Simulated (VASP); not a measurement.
# KBr (base) (Fm-3m) in VASP: further runs

KBr (base) is run at these levels: PBE; tasks: single point, relaxation of cell and atoms.

All numbers are computed with VASP 6.6.1; they aren't measurements. Logs are shortened: lines on timing, memory, paths and dates and some standing lists are left out, and cuts for length are marked.

## 1. The cell of the first run

Symmetry: Fm-3m, No. 225, cubic system. Conventional cell: a = 6.705 Å, b = 6.705 Å, c = 6.705 Å, α = 90.00°, β = 90.00°, γ = 90.00°. Within 4.4 Å of K (site symmetry m-3m) lie 6 Br at 3.35 Å. Br (site symmetry m-3m) has 6 K at 3.35 Å within 4.4 Å.

## 2. Single point, PBE

INCAR reads:

```
PREC = Accurate ; ENCUT = 500
EDIFF = 1E-6 ; ISMEAR = 0
SIGMA = 0.02 ; LREAL = False
LASPH = True ; NELM = 120
ALGO = Normal ; ISIF = 2
LWAVE = False ; LCHARG = False
GGA = PE ; NBANDS = 15
GGA_COMPAT = False
```

KPOINTS reads:

```
regular mesh
0
Gamma
  6 6 6
```

POSCAR reads:

```
KBr
1.0
    0.0000000000      3.3527351045      3.3527351045
    3.3527351045      0.0000000000      3.3527351045
    3.3527351045      3.3527351045      0.0000000000
K Br
1 1
Direct
    0.0000000000      0.0000000000      0.0000000000
    0.5000000000      0.5000000000      0.5000000000
```

Potentials or basis: VASP PAW PBE potentials, release 64 (K_sv, Br).

Started as:

```bash
$ cat potpaw_PBE.64/K_sv/POTCAR potpaw_PBE.64/Br/POTCAR > POTCAR
$ mpirun -np 1 vasp_std > vasp.out
```

OUTCAR:

```text
PREC = Accurate
   ENCUT = 500
   EDIFF = 1E-6
   ISMEAR = 0
   LREAL = False
   LASPH = True
   NELM = 120
   ISIF = 2
   GGA = PE

 ion  position               nearest neighbor table
   1  0.000  0.000  0.000-
   2  0.500  0.500  0.500-

  LATTYP: Found a face centered cubic cell.
 ALAT       =     6.7054702090

  Lattice vectors:

 A1 = (   0.0000000000,   3.3527351045,   3.3527351045)
 A2 = (   3.3527351045,   0.0000000000,   3.3527351045)
 A3 = (   3.3527351045,   3.3527351045,   0.0000000000)

Analysis of symmetry for initial positions (statically):
=====================================================================
 Subroutine PRICEL returns:
 Original cell was already a primitive cell.

 Routine SETGRP: Setting up the symmetry group for a
 face centered cubic supercell.

 Subroutine GETGRP returns: Found 48 space group operations
 (whereof 48 operations were pure point group operations)
 out of a pool of 48 trial point group operations.

The static configuration has the point symmetry O_h .

Analysis of symmetry for dynamics (positions and initial velocities):
=====================================================================
 Subroutine PRICEL returns:
 Original cell was already a primitive cell.

 Routine SETGRP: Setting up the symmetry group for a
 face centered cubic supercell.

 Subroutine GETGRP returns: Found 48 space group operations
 (whereof 48 operations were pure point group operations)
 out of a pool of 48 trial point group operations.

The dynamic configuration has the point symmetry O_h .

 Subroutine INISYM returns: Found 48 space group operations
 (whereof 48 operations are pure point group operations),
 and found     1 'primitive' translations

----------------------------------------------------------------------------------------

                                     Primitive cell

  volume of cell :      75.3751

  direct lattice vectors                    reciprocal lattice vectors
     0.000000000  3.352735104  3.352735104    -0.149131973  0.149131973  0.149131973
     3.352735104  0.000000000  3.352735104     0.149131973 -0.149131973  0.149131973
     3.352735104  3.352735104  0.000000000     0.149131973  0.149131973 -0.149131973

  length of vectors
     4.741483456  4.741483456  4.741483456     0.258304154  0.258304154  0.258304154

  position of ions in fractional coordinates (direct lattice)
     0.000000000  0.000000000  0.000000000
     0.500000000  0.500000000  0.500000000

  ion indices of the primitive-cell ions
   primitive index   ion index
                 1           1
                 2           2

----------------------------------------------------------------------------------------

 KPOINTS: regular mesh

Automatic generation of k-mesh.
 Grid dimensions read from file:
 generate k-points for:    6    6    6

 Generating k-lattice:

  Cartesian coordinates                     Fractional coordinates (reciprocal lattice)
    -0.024855329  0.024855329  0.024855329     0.166666667  0.000000000  0.000000000
     0.024855329 -0.024855329  0.024855329     0.000000000  0.166666667  0.000000000
     0.024855329  0.024855329 -0.024855329     0.000000000  0.000000000  0.166666667

  Length of vectors
     0.043050692  0.043050692  0.043050692

  Shift w.r.t. Gamma in fractional coordinates (k-lattice)
     0.000000000  0.000000000  0.000000000

 Subroutine IBZKPT returns following result:
 ===========================================

 Found     16 irreducible k-points:

 Following reciprocal coordinates:
            Coordinates               Weight
  0.000000  0.000000  0.000000      1.000000
  0.166667  0.000000  0.000000      8.000000
  0.333333  0.000000  0.000000      8.000000
  0.500000  0.000000  0.000000      4.000000
  0.166667  0.166667  0.000000      6.000000
  0.333333  0.166667  0.000000     24.000000
[... 8 lines left out ...]
 -0.333333  0.333333  0.166667     24.000000
 -0.333333  0.500000  0.166667     12.000000
   k-points           NKPTS =     16   k-points in BZ     NKDIM =     16   number of bands    NBANDS=     15
   number of dos      NEDOS =    301   number of ions     NIONS =      2
   total plane-waves  NPLWV =  46656
   dimension x,y,z NGX =    36 NGY =   36 NGZ =   36
   dimension x,y,z NGXF=    72 NGYF=   72 NGZF=   72
   ions per type =               1   1
   NGX,Y,Z   is equivalent  to a cutoff of  12.62, 12.62, 12.62 a.u.
   NGXF,Y,Z  is equivalent  to a cutoff of  25.24, 25.24, 25.24 a.u.
 SYSTEM =  unknown system
   PREC   = accura    normal or accurate (medium, high low for compatibility)
   ISTART =      0    job   : 0-new  1-cont  2-samecut
   ICHARG =      2    charge: 1-file 2-atom 10-const
   ISPIN  =      1    spin polarized calculation?
   LNONCOLLINEAR =      F non collinear calculations
   LSORBIT =      F    spin-orbit coupling
   LASPH  =      T    aspherical Exc in radial PAW
   ENCUT  =  500.0 eV  36.75 Ry    6.06 a.u.   8.64  8.64  8.64*2*pi/ulx,y,z
   NELM   =    120;   NELMIN=  2; NELMDL= -5     # of ELM steps
   EDIFF  = 0.1E-05   stopping-criterion for ELM
   LREAL  =      F    real-space projection
   EDIFFG = 0.1E-04   stopping-criterion for IOM
   NSW    =      0    number of steps for IOM
   IBRION =     -1    ionic relax: 0-MD 1-quasi-New 2-CG
   NFREE  =      0    steps in history (QN), initial steepest desc. (CG)
   ISIF   =      2    stress and relaxation
   ISYM   =      2    0-nonsym 1-usesym 2-fastsym
   POTIM  = 0.5000    time-step for ionic-motion
   TEBEG  =    0.0;   TEEND  =   0.0 temperature during run
   PSTRESS=    0.0 pullay stress
   NELECT =      16.0000    total number of electrons
   NUPDOWN=      -1.0000    fix difference up-down
   EMIN   =  10.00;   EMAX   =-10.00  energy-range for DOS
   EFERMI =   0.00;   METHOD = LEGACY
   ISMEAR =     0;   SIGMA  =   0.02  broadening in eV -4-tet -1-fermi 0-gaus
   EFERMI_NEDOS =   21; number of points for ismear=-14 and -15
   IALGO  =     38    algorithm
   IMIX   =      4    mixing-type and parameters
     AMIX     =   0.40;   BMIX     =  1.00
     AMIX_MAG =   1.60;   BMIX_MAG =  1.00
  volume/ion in A,a.u.               =      37.69       254.33
  Fermi-wavevector in a.u.,A,eV,Ry     =   0.976575  1.845459 12.975858  0.953699
  Thomas-Fermi vector in A             =   2.107205
   LORBIT       =      0    0 simple, 1 ext, 2 COOP (PROOUT), +10 PAW based schemes
   GGA     = PE    functional components
   LHFCALC =     F    Hartree Fock is set to
   AEXX    =    0.0000 exact exchange contribution
   IVDW    =     0    specifies the selected vdW correction
   LEPSILON=     F    determine dielectric tensor
   LRPA    =     F    only Hartree local field effects (RPA)
 non-spin polarized calculation
 Gauss-broadening in eV      SIGMA  =   0.02
  energy-cutoff  :      500.00
  volume of cell :       75.38
 maximum number of plane-waves:      1936
 NGX is ok and might be reduce to    36
   NGX = 17   NGY = 17   NGZ = 17

 number of electron      16.0000001 magnetization

 Free energy of the ion-electron system (eV)
  ---------------------------------------------------
  ext. energy  EPLUGINS =         0.00000000
  ---------------------------------------------------
  free energy    TOTEN  =        -6.22352473 eV

  energy without entropy =       -6.22352473  energy(sigma->0) =       -6.22352473

 E-fermi :  -1.8124     XC(G=0):  -7.1826

 val. band max:       -1.9224476413   @ k =   0.0000   0.0000   0.0000
 cond. band min:       2.3871929501   @ k =   0.0000   0.0000   0.0000
 fundamental gap:      4.3096405914
 Fermi energy:        -1.8123976787

 k-point     1 :       0.0000    0.0000    0.0000
  band No.  band energies     occupation
      1     -29.8084      2.00000
      2     -14.1593      2.00000
      3     -13.2817      2.00000
      4     -13.2817      2.00000
      5     -13.2817      2.00000
      6      -1.9224      2.00000
      7      -1.9224      2.00000
      8      -1.9224      2.00000
      9       2.3872      0.00000
     10       5.6674      0.00000
     11       5.6674      0.00000
     12       5.6674      0.00000
     13       6.4612      0.00000
     14       6.4612      0.00000
     15       9.5534      0.00000

 k-point     2 :       0.1667    0.0000    0.0000
  band No.  band energies     occupation
      1     -29.8073      2.00000
      2     -14.2083      2.00000
      3     -13.2830      2.00000
      4     -13.2830      2.00000
      5     -13.2178      2.00000
      6      -2.2586      2.00000
      7      -2.0008      2.00000
      8      -2.0008      2.00000
      9       3.0141      0.00000
     10       5.5180      0.00000
     11       5.9767      0.00000
     12       5.9767      0.00000
     13       6.7914      0.00000
     14       6.7914      0.00000
     15      10.3849      0.00000

 k-point     3 :       0.3333    0.0000    0.0000
  band No.  band energies     occupation
      1     -29.8052      2.00000
      2     -14.2910      2.00000
      3     -13.2854      2.00000
      4     -13.2854      2.00000
      5     -13.1046      2.00000
      6      -2.7879      2.00000
      7      -2.1485      2.00000
      8      -2.1485      2.00000
      9       4.1307      0.00000
     10       5.6854      0.00000
     11       6.8024      0.00000
     12       6.8024      0.00000
     13       7.6246      0.00000
     14       7.6246      0.00000
     15       9.3075      0.00000
[... 199 lines left out ...]
 k-point    15 :      -0.3333    0.3333    0.1667
  band No.  band energies     occupation
      1     -29.8031      2.00000
      2     -14.2107      2.00000
      3     -13.3217      2.00000
      4     -13.3108      2.00000
      5     -13.1627      2.00000
      6      -2.6880      2.00000
      7      -2.4123      2.00000
      8      -2.2835      2.00000
      9       5.2041      0.00000
     10       5.5889      0.00000
     11       6.4294      0.00000
     12       7.0655      0.00000
     13       8.2577      0.00000
     14       8.5329      0.00000
     15       8.8817      0.00000

 k-point    16 :      -0.3333    0.5000    0.1667
  band No.  band energies     occupation
      1     -29.8028      2.00000
      2     -14.1436      2.00000
      3     -13.3444      2.00000
      4     -13.3222      2.00000
      5     -13.2202      2.00000
      6      -2.5853      2.00000
      7      -2.3586      2.00000
      8      -2.3416      2.00000
      9       4.6708      0.00000
     10       5.8055      0.00000
     11       6.2472      0.00000
     12       7.1330      0.00000
     13       7.9385      0.00000
     14       8.7087      0.00000
     15       9.1588      0.00000

------------------------ aborting loop because EDIFF is reached ----------------------------------------

  FORCE on cell =-STRESS in cart. coord.  units (eV):
  Direction    XX          YY          ZZ          XY          YZ          ZX
  --------------------------------------------------------------------------------------
  -------------------------------------------------------------------------------------
  Total        0.0128963      0.0128963      0.0128963      0.0000000      0.0000000     -0.0000000
  in kB        0.2741250      0.2741250      0.2741250      0.0000000      0.0000000     -0.0000000
  external PRESSURE =       0.2741250 kB  Pullay stress =       0.0000000 kB

 VOLUME and BASIS-vectors are now :
 -----------------------------------------------------------------------------
  energy-cutoff  :      500.00
  volume of cell :       75.38
      direct lattice vectors                 reciprocal lattice vectors
     0.000000000  3.352735104  3.352735104    -0.149131973  0.149131973  0.149131973
     3.352735104  0.000000000  3.352735104     0.149131973 -0.149131973  0.149131973
     3.352735104  3.352735104  0.000000000     0.149131973  0.149131973 -0.149131973

 POSITION                                       TOTAL-FORCE (eV/Angst)
 -----------------------------------------------------------------------------------
      0.00000      0.00000      0.00000        -0.000000      0.000000     -0.000000
      3.35274      3.35274      3.35274         0.000000     -0.000000      0.000000
 -----------------------------------------------------------------------------------
    total drift:                                0.000000      0.000000      0.000000

  FREE ENERGIE OF THE ION-ELECTRON SYSTEM (eV)
  ---------------------------------------------------
  free  energy   TOTEN  =        -6.2235247280 eV

  energy  without entropy=       -6.2235247280  energy(sigma->0) =       -6.22352473
```

Run time: 28 s. Hardware: 1 thread of Intel Xeon 8259CL, shared host; peak memory 0.21 GiB.

Results:

- Free energy: -6.2235 eV
- Pressure: 0.0 GPa
- Band gap on the k mesh: 4.31 eV, direct

As with any semilocal functional, this PBE gap is likely too small.

[end of part 1 of 2]
